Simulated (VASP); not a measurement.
# Ru (P6_3/mmc) in VASP: further runs

The runs below take Ru through single point, with PBEsol.

Everything below comes from runs of VASP 6.6.1. Logs are shortened: lines on timing, memory, paths and dates and some standing lists are left out, and cuts for length are marked.

### 1 The cell of the first run

It takes space group P6_3/mmc (No. 194, hexagonal). The conventional cell has a = 2.690 Å, b = 2.690 Å, c = 4.252 Å, α = 90.00°, β = 90.00°, γ = 120.00°. Ru (site symmetry -6m2) has 12 Ru at 2.63 to 2.69 Å within 3.5 Å.

### 2 Single point, PBEsol

The input, INCAR:

```
PREC     = Accurate       # precision mode
ENCUT    = 520            # plane-wave cutoff, eV
EDIFF    = 1E-7           # SCF threshold, eV
ISMEAR   = 0              # smearing method
SIGMA    = 0.1            # smearing width, eV
LREAL    = F              # projectors in reciprocal space
LASPH    = T              # aspherical terms in the spheres
NELM     = 80             # most SCF steps
ALGO     = Normal         # electronic algorithm
ISIF     = 2              # what is computed and relaxed
LWAVE    = F              # write WAVECAR
LCHARG   = T              # write CHGCAR
GGA      = PS             # functional
LELF     = T              # ELF
LVHAR    = T            
NBANDS   = 21             # bands
```

The input, KPOINTS:

```
regular mesh
0
Gamma
  18 18 10
```

The input, POSCAR:

```
Ru
1.0
    2.6896847532      0.0000000000      0.0000000000
   -1.3448423766      2.3293353245      0.0000000000
    0.0000000000      0.0000000000      4.2523798378
Ru
2
Direct
    0.3333333333      0.6666666667      0.2500000000
    0.6666666667      0.3333333333      0.7500000000
```

Potentials or basis: VASP PAW PBE potentials, release 64 (Ru_pv).

The run is started by

```bash
> cat potpaw_PBE.64/Ru_pv/POTCAR > POTCAR
> mpirun -np 1 vasp_std > vasp.out
```

OUTCAR:

```text
PREC = Accurate
   ENCUT = 520
   EDIFF = 1E-7
   ISMEAR = 0
   LREAL = F
   LASPH = T
   NELM = 80
   ISIF = 2
   GGA = PS

 ion  position               nearest neighbor table
   1  0.333  0.667  0.250-   2 2.63   2 2.63   2 2.63   2 2.63   2 2.63   2 2.63
   2  0.667  0.333  0.750-   1 2.63   1 2.63   1 2.63   1 2.63   1 2.63   1 2.63

  LATTYP: Found a hexagonal cell.
 ALAT       =     2.6896847532
 C/A-ratio  =     1.5809956289

  Lattice vectors:

 A1 = (   2.6896847532,   0.0000000000,   0.0000000000)
 A2 = (  -1.3448423766,   2.3293353245,   0.0000000000)
 A3 = (   0.0000000000,   0.0000000000,   4.2523798378)

Analysis of symmetry for initial positions (statically):
=====================================================================
 Subroutine PRICEL returns:
 Original cell was already a primitive cell.

 Routine SETGRP: Setting up the symmetry group for a
 hexagonal supercell.

 Subroutine GETGRP returns: Found 24 space group operations
 (whereof 12 operations were pure point group operations)
 out of a pool of 24 trial point group operations.

The static configuration has the point symmetry D_3d.
 The point group associated with its full space group is D_6h.

Analysis of symmetry for dynamics (positions and initial velocities):
=====================================================================
 Subroutine PRICEL returns:
 Original cell was already a primitive cell.

 Routine SETGRP: Setting up the symmetry group for a
 hexagonal supercell.

 Subroutine GETGRP returns: Found 24 space group operations
 (whereof 12 operations were pure point group operations)
 out of a pool of 24 trial point group operations.

The dynamic configuration has the point symmetry D_3d.
 The point group associated with its full space group is D_6h.

 Subroutine INISYM returns: Found 24 space group operations
 (whereof 12 operations are pure point group operations),
 and found     1 'primitive' translations

----------------------------------------------------------------------------------------

                                     Primitive cell

  volume of cell :      26.6419

  direct lattice vectors                    reciprocal lattice vectors
     2.689684753  0.000000000  0.000000000     0.371790783  0.214653509  0.000000000
    -1.344842377  2.329335325  0.000000000     0.000000000  0.429307017  0.000000000
     0.000000000  0.000000000  4.252379838     0.000000000  0.000000000  0.235162436

  length of vectors
     2.689684753  2.689684753  4.252379838     0.429307017  0.429307017  0.235162436

  position of ions in fractional coordinates (direct lattice)
     0.333333333  0.666666667  0.250000000
     0.666666667  0.333333333  0.750000000

  ion indices of the primitive-cell ions
   primitive index   ion index
                 1           1
                 2           2

----------------------------------------------------------------------------------------

 KPOINTS: regular mesh

Automatic generation of k-mesh.
 Grid dimensions read from file:
 generate k-points for:   18   18   10

 Generating k-lattice:

  Cartesian coordinates                     Fractional coordinates (reciprocal lattice)
     0.020655043  0.011925195  0.000000000     0.055555556 -0.000000000  0.000000000
     0.000000000  0.023850390  0.000000000     0.000000000  0.055555556  0.000000000
     0.000000000  0.000000000  0.023516244     0.000000000  0.000000000  0.100000000

  Length of vectors
     0.023850390  0.023850390  0.023516244

  Shift w.r.t. Gamma in fractional coordinates (k-lattice)
     0.000000000  0.000000000  0.000000000

 Subroutine IBZKPT returns following result:
 ===========================================

 Found    222 irreducible k-points:

 Following reciprocal coordinates:
            Coordinates               Weight
  0.000000  0.000000  0.000000      1.000000
  0.055556 -0.000000  0.000000      6.000000
  0.111111 -0.000000  0.000000      6.000000
  0.166667  0.000000  0.000000      6.000000
  0.222222  0.000000  0.000000      6.000000
  0.277778  0.000000  0.000000      6.000000
[... 16 lines left out ...]
  0.333333  0.111111  0.000000     12.000000
  0.388889  0.111111  0.000000     12.000000
 [... further k-points ...]
   k-points           NKPTS =    222   k-points in BZ     NKDIM =    222   number of bands    NBANDS=     21
   number of dos      NEDOS =    301   number of ions     NIONS =      2
   total plane-waves  NPLWV =  12800
   dimension x,y,z NGX =    20 NGY =   20 NGZ =   32
   dimension x,y,z NGXF=    40 NGYF=   40 NGZF=   64
   ions per type =               2
   NGX,Y,Z   is equivalent  to a cutoff of  12.36, 12.36, 12.51 a.u.
   NGXF,Y,Z  is equivalent  to a cutoff of  24.72, 24.72, 25.02 a.u.
 SYSTEM =  unknown system
   PREC   = accura    normal or accurate (medium, high low for compatibility)
   ISTART =      0    job   : 0-new  1-cont  2-samecut
   ICHARG =      2    charge: 1-file 2-atom 10-const
   ISPIN  =      1    spin polarized calculation?
   LNONCOLLINEAR =      F non collinear calculations
   LSORBIT =      F    spin-orbit coupling
   LASPH  =      T    aspherical Exc in radial PAW
   ENCUT  =  520.0 eV  38.22 Ry    6.18 a.u.   5.00  5.00  7.91*2*pi/ulx,y,z
   NELM   =     80;   NELMIN=  2; NELMDL= -5     # of ELM steps
   EDIFF  = 0.1E-06   stopping-criterion for ELM
   LREAL  =      F    real-space projection
   EDIFFG = 0.1E-05   stopping-criterion for IOM
   NSW    =      0    number of steps for IOM
   IBRION =     -1    ionic relax: 0-MD 1-quasi-New 2-CG
   NFREE  =      0    steps in history (QN), initial steepest desc. (CG)
   ISIF   =      2    stress and relaxation
   ISYM   =      2    0-nonsym 1-usesym 2-fastsym
   POTIM  = 0.5000    time-step for ionic-motion
   TEBEG  =    0.0;   TEEND  =   0.0 temperature during run
   PSTRESS=    0.0 pullay stress
   NELECT =      28.0000    total number of electrons
   NUPDOWN=      -1.0000    fix difference up-down
   EMIN   =  10.00;   EMAX   =-10.00  energy-range for DOS
   EFERMI =   0.00;   METHOD = LEGACY
   ISMEAR =     0;   SIGMA  =   0.10  broadening in eV -4-tet -1-fermi 0-gaus
   EFERMI_NEDOS =   21; number of points for ismear=-14 and -15
   IALGO  =     38    algorithm
   IMIX   =      4    mixing-type and parameters
     AMIX     =   0.40;   BMIX     =  1.00
     AMIX_MAG =   1.60;   BMIX_MAG =  1.00
  volume/ion in A,a.u.               =      13.32        89.89
  Fermi-wavevector in a.u.,A,eV,Ry     =   1.664456  3.145366 37.693775  2.770414
  Thomas-Fermi vector in A             =   2.750997
   LORBIT       =      0    0 simple, 1 ext, 2 COOP (PROOUT), +10 PAW based schemes
   GGA     = PS    functional components
   LHFCALC =     F    Hartree Fock is set to
   AEXX    =    0.0000 exact exchange contribution
   IVDW    =     0    specifies the selected vdW correction
   LEPSILON=     F    determine dielectric tensor
   LRPA    =     F    only Hartree local field effects (RPA)
 non-spin polarized calculation
 Gauss-broadening in eV      SIGMA  =   0.10
  energy-cutoff  :      520.00
  volume of cell :       26.64
 maximum number of plane-waves:       738
 NGX is ok and might be reduce to    20
   NGX =  9   NGY =  9   NGZ = 15

 number of electron      27.9999997 magnetization

 Free energy of the ion-electron system (eV)
  ---------------------------------------------------
  ext. energy  EPLUGINS =         0.00000000
  ---------------------------------------------------
  free energy    TOTEN  =       -20.34508912 eV

  energy without entropy =      -20.33623429  energy(sigma->0) =      -20.34066171

 E-fermi :  13.0438     XC(G=0): -14.3985

 val. band max:       13.0437967582   @ k =   0.1667   0.1111   0.3000
 cond. band min:      13.0454638241   @ k =   0.4444   0.1111   0.5000
 fundamental gap:      0.0016670659
 Fermi energy:        13.0438165842

 k-point     1 :       0.0000    0.0000    0.0000
  band No.  band energies     occupation
      1     -30.6260      2.00000
      2     -29.6251      2.00000
      3     -29.6251      2.00000
      4     -29.4427      2.00000
      5     -29.4427      2.00000
      6     -29.3989      2.00000
[... 13 lines left out ...]
     20      23.3124      0.00000
     21      23.6168      0.00000

 k-point     2 :       0.0556   -0.0000    0.0000
  band No.  band energies     occupation
      1     -30.6147      2.00000
      2     -29.6492      2.00000
      3     -29.6333      2.00000
      4     -29.4680      2.00000
      5     -29.4460      2.00000
      6     -29.4042      2.00000
[... 13 lines left out ...]
     20      23.3124      0.00000
     21      23.6014      0.00000

 k-point     3 :       0.1111   -0.0000    0.0000
  band No.  band energies     occupation
      1     -30.5815      2.00000
      2     -29.7188      2.00000
      3     -29.6565      2.00000
      4     -29.5401      2.00000
      5     -29.4556      2.00000
      6     -29.4199      2.00000
[... 13 lines left out ...]
     20      23.3123      0.00000
     21      23.5522      0.00000

 k-point     4 :       0.1667    0.0000    0.0000
  band No.  band energies     occupation
      1     -30.5283      2.00000
      2     -29.8255      2.00000
      3     -29.6911      2.00000
      4     -29.6485      2.00000
      5     -29.4712      2.00000
      6     -29.4462      2.00000
[... 13 lines left out ...]
     20      23.3122      0.00000
     21      23.4735      0.00000

 k-point     5 :       0.2222    0.0000    0.0000
  band No.  band energies     occupation
      1     -30.4584      2.00000
      2     -29.9563      2.00000
      3     -29.7782      2.00000
      4     -29.7323      2.00000
      5     -29.4914      2.00000
      6     -29.4830      2.00000
[... 13 lines left out ...]
     20      23.3121      0.00000
     21      23.3978      0.00000

 k-point     6 :       0.2778    0.0000    0.0000
  band No.  band energies     occupation
      1     -30.3766      2.00000
      2     -30.0954      2.00000
      3     -29.9125      2.00000
      4     -29.7749      2.00000
      5     -29.5296      2.00000
      6     -29.5137      2.00000
[... 13 lines left out ...]
     20      23.3118      0.00000
     21      23.3547      0.00000

 k-point     7 :       0.3333    0.0000    0.0000
  band No.  band energies     occupation
      1     -30.2889      2.00000
      2     -30.2258      2.00000
      3     -30.0355      2.00000
      4     -29.8140      2.00000
      5     -29.5840      2.00000
      6     -29.5353      2.00000
[... 13 lines left out ...]
     20      23.3106      0.00000
     21      23.3226      0.00000
[... 291 lines left out ...]
      1     -30.4296      2.00000
      2     -29.9644      2.00000
      3     -29.8879      2.00000
      4     -29.7013      2.00000
      5     -29.5305      2.00000
      6     -29.4989      2.00000
[... 13 lines left out ...]
     20      23.3120      0.00000
     21      23.3944      0.00000

 k-point    21 :       0.2222    0.1111    0.0000
  band No.  band energies     occupation
      1     -30.3497      2.00000
      2     -30.0897      2.00000
      3     -29.9836      2.00000
      4     -29.7668      2.00000
      5     -29.5618      2.00000
      6     -29.5456      2.00000
[... 13 lines left out ...]
     20      23.3117      0.00000
     21      23.3698      0.00000

 k-point    22 :       0.2778    0.1111    0.0000
  band No.  band energies     occupation
      1     -30.2636      2.00000
      2     -30.2114      2.00000
      3     -30.0673      2.00000
      4     -29.8292      2.00000
      5     -29.6004      2.00000
      6     -29.5899      2.00000
[... 13 lines left out ...]
     20      23.3104      0.00000
     21      23.3364      0.00000

 k-point    23 :       0.3333    0.1111    0.0000
  band No.  band energies     occupation
      1     -30.3106      2.00000
      2     -30.1796      2.00000
      3     -30.1343      2.00000
      4     -29.8796      2.00000
      5     -29.6588      2.00000
      6     -29.6125      2.00000
[... 13 lines left out ...]
     20      23.3114      0.00000
     21      24.0089      0.00000

 k-point    24 :       0.3889    0.1111    0.0000
  band No.  band energies     occupation
      1     -30.3751      2.00000
      2     -30.1779      2.00000
      3     -30.1114      2.00000
      4     -29.9119      2.00000
      5     -29.7102      2.00000
      6     -29.6271      2.00000
[... 13 lines left out ...]
     20      23.3100      0.00000
     21      24.3420      0.00000

 [... further k-points ...]
[... 5 lines left out ...]
  --------------------------------------------------------------------------------------
  -------------------------------------------------------------------------------------
  Total       -0.0243215     -0.0243215     -0.0230737      0.0000000      0.0000000      0.0000000
  in kB       -1.4626356     -1.4626356     -1.3875960      0.0000000      0.0000000      0.0000000
  external PRESSURE =      -1.4376224 kB  Pullay stress =       0.0000000 kB

 VOLUME and BASIS-vectors are now :
 -----------------------------------------------------------------------------
  energy-cutoff  :      520.00
  volume of cell :       26.64
      direct lattice vectors                 reciprocal lattice vectors
     2.689684753  0.000000000  0.000000000     0.371790783  0.214653509  0.000000000
    -1.344842377  2.329335325  0.000000000     0.000000000  0.429307017  0.000000000
     0.000000000  0.000000000  4.252379838     0.000000000  0.000000000  0.235162436

 POSITION                                       TOTAL-FORCE (eV/Angst)
 -----------------------------------------------------------------------------------
     -0.00000      1.55289      1.06309        -0.000000      0.000000      0.000000
      1.34484      0.77645      3.18928         0.000000     -0.000000      0.000000
 -----------------------------------------------------------------------------------
    total drift:                                0.000000     -0.000000      0.000000

  FREE ENERGIE OF THE ION-ELECTRON SYSTEM (eV)
  ---------------------------------------------------
  free  energy   TOTEN  =       -20.3450891216 eV

  energy  without entropy=      -20.3362342888  energy(sigma->0) =      -20.34066171
```

It took 92 s on 1 thread of Intel Xeon Platinum 8259CL at 2.50GHz (Skylake/Cascade Lake), shared host; peak memory 0.21 GiB.

Results:

| Quantity | Value |
| --- | --- |
| Free energy | -20.3451 eV |
| Pressure | -0.1 GPa |
| Band gap on the k mesh | zero (band 14 reaches 14.57 eV, above the bottom of band 15 at 11.36 eV) |

Caveat: the PAW data sets were made with another functional, which shifts forces and pressure a little.

(Part 1 of 3 ends here.)
